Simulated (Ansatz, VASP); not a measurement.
Two plane-wave programs on BeS

Contents of POSCAR:

```
BeS
1.0
    3.3002359563      0.0000000000      0.0000000000
   -1.6501179782      2.8580881766      0.0000000000
    0.0000000000      0.0000000000      5.2552221114
Be S
2 2
Direct
    0.0000000000      0.0000000000      0.0000000000
    0.0000000000      0.0000000000      0.5000000000
    0.3333333333      0.6666666667      0.2500000000
    0.6666666667      0.3333333333      0.7500000000
```

INCAR.step1

```
SYSTEM = BeS
ALGO = Normal
EDIFF = 1E-4
ENCUT = 520
GGA = PE
ISMEAR = 0
LASPH = .True.
LCHARG = .False.
LREAL = .False.
LWAVE = .True.
NBANDS = 16
NELM = 100
PREC = Accurate
SIGMA = 0.01
```

INCAR.step2

```
SYSTEM = BeS
ALGO = Normal
EDIFF = 1E-6
ENCUT = 520
ISIF = 2
ISMEAR = 0
ISTART = 1
LASPH = .True.
LCHARG = .False.
LMIXTAU = .True.
LREAL = .False.
LWAVE = .False.
METAGGA = R2SCAN
NBANDS = 16
NELM = 100
PREC = Accurate
SIGMA = 0.01
```

The input KPOINTS:

```
k-points
0
Gamma
  9 9 4
  0 0 0
```

Input for Ansatz:

```yaml
crystal:
  lattice:
    - [3.3002359563, 0.0, 0.0]
    - [-1.6501179782, 2.8580881766, 0.0]
    - [0.0, 0.0, 5.2552221114]
  atoms:
    - { symbol: Be, position: [0.0, 0.0, 0.0] }
    - { symbol: Be, position: [0.0, 0.0, 0.5] }
    - { symbol: S, position: [0.3333333333, 0.6666666667, 0.25] }
    - { symbol: S, position: [0.6666666667, 0.3333333333, 0.75] }
kpoints:
  mp_grid: { grid: [9, 9, 4] }
hamiltonian:
  xc: r2scan
scf:
  occupations: { method: fixed }
  n_extra_bands: 5
output:
  forces: true
  stress: true
  eigenvalues: true
```

Alike in both runs: task single point; functional r2SCAN; k mesh 9 × 9 × 4; no spin polarisation.

```csv
,VASP,Ansatz
version,VASP 6.6.1,Ansatz 0.2.0
potentials or method,"VASP PAW PBE potentials, release 64 (Be, S)","plane waves, PAW"
plane-wave cutoff (eV),520,500
occupations,"gaussian, width 0.01 eV",fixed
valence electrons in the cell,16,16
```

```tsv
	VASP	Ansatz	Ansatz less VASP
gap on the k mesh at the Fermi level (eV)	1.81	1.81	-0.005
pressure (GPa)	-0.1	0.0	+0.09
```

VASP's potentials were made for PBE, not for r2SCAN.
